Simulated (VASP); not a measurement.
A run of VASP 6.6.1 is set up as follows.

INCAR

```
SYSTEM = BaTiO3
ALGO = Normal ; EDIFF = 1E-6
ENCUT = 520 ; GGA = PS
ISIF = 2 ; ISMEAR = 0
LASPH = .TRUE. ; LCHARG = .FALSE.
LREAL = .FALSE. ; LWAVE = .FALSE.
NBANDS = 28 ; NELM = 80
PREC = Accurate ; SIGMA = 0.02
```

Contents of KPOINTS:

```
k-points
0
G
  8 8 8
  0 0 0
```

POSCAR

```
BaTiO3
1.0
    3.8961561849      0.0000000000      0.0000000000
    0.0000000000      3.8961561849      0.0000000000
    0.0000000000      0.0000000000      4.0804359626
Ba Ti O
1 1 3
Direct
    0.5000000000      0.5000000000      0.5825208317
    0.0000000000      0.0000000000      0.0977311502
    0.0000000000      0.5000000000      0.0634795547
    0.5000000000      0.0000000000      0.0634795547
    0.0000000000      0.0000000000      0.5527858987
```

Potentials or basis: VASP PAW PBE potentials, release 64 (Ba_sv, Ti_sv, O).

The run is started by

```bash
$ cat potpaw_PBE.64/Ba_sv/POTCAR potpaw_PBE.64/Ti_sv/POTCAR potpaw_PBE.64/O/POTCAR > POTCAR
$ mpirun -np 1 vasp_std > vasp.out
```

**Question.** Estimate the band gap on the k mesh.

**Answer.** 1.81 eV (least direct gap 2.25 eV).

**Question.** Predict the largest force.

**Answer.** 0.112 eV/Å.

**Question.** Predict the pressure.

**Answer.** 6.2 GPa.

Forces in eV/Å, atoms in the order of the input:
```
Ba   0.000  0.000 -0.029
Ti   0.000  0.000  0.112
O    0.000  0.000 -0.015
O    0.000  0.000 -0.015
O    0.000  0.000 -0.053
```

Caveat: the cell differs from its parent crystal (biaxial strain in the a-b plane: -1.5 %); the stress differs along the axes, from 3 to 8 GPa; the PAW data sets were made with another functional, which shifts forces and pressure a little; spin-orbit coupling is left out, which moves the levels of the heavy elements. A k mesh can miss the band edges.
